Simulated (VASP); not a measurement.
Set up this calculation in VASP 6.6.1, as the native input.

- Task: relaxation of cell and atoms
- Functional: BLYP
- Potentials or basis: VASP PAW PBE potentials, release 64 (Ga_d)
- Cutoff: 500 eV
- k mesh: 11 × 11 × 11
- Occupations: fermi-dirac, width 0.1 eV
- Spin: no spin polarisation
- Dipole correction: no
- Further INCAR settings: ALGO = Normal; EDIFF = 1e-07; IBRION = 2; EDIFFG = -0.01; NSW = 80; ISIF = 3

The structure of Ga lies in POSCAR:

```
Ga
1.0
    2.7660252371      0.0000000000      0.0000000000
    0.0000000000      2.7660252371      0.0000000000
    0.0000000000      0.0000000000      2.7660252371
Ga
1
Direct
    0.0000000000      0.0000000000      0.0000000000
```

This isn't the form of Ga at room conditions, which is orthorhombic.

The input as run:

INCAR

```
PREC = Accurate
ENCUT = 500
EDIFF = 1E-7
ISMEAR = -1
SIGMA = 0.1
LREAL = False
LASPH = True
NELM = 120
ALGO = Normal
ISIF = 3
LWAVE = False
LCHARG = False
GGA = B5
ALDAX = 1.0
AGGAX = 1.0
AGGAC = 1.0
ALDAC = 0.0
IBRION = 2
NSW = 80
EDIFFG = -0.01
GGA_COMPAT = False
NELMIN = 4
```

KPOINTS

```
Automatic mesh
0
Gamma
  11 11 11
```

Potentials or basis: VASP PAW PBE potentials, release 64 (Ga_d).

Launch:

```sh
$ cat potpaw_PBE.64/Ga_d/POTCAR > POTCAR
$ mpirun -np 1 vasp_std > vasp.out
```

Results of the run:

```
Relaxed volume                        : 22.72 Å³/atom
Relaxed cell                          : a = 2.832 Å, b = 2.832 Å, c = 2.832 Å, α = 90.00°, β = 90.00°, γ = 90.00°
Space group after relaxing (to 0.1 Å) : Pm-3m (No. 221)
Energy gained by relaxing             : 11.5 meV/atom
Ionic steps                           : 4
Pressure after relaxing               : -0.1 GPa
Band gap on the k mesh                : zero (an odd number of electrons rules out a gap without spin polarisation)
```

Caveat: the PAW data sets were made with another functional, which shifts forces and pressure a little.

Run time: 32 s on 1 thread of Intel(R) Xeon(R) Platinum 8259CL CPU @ 2.50GHz (Skylake/Cascade Lake), with other jobs on the host, peak memory 0.13 GiB.
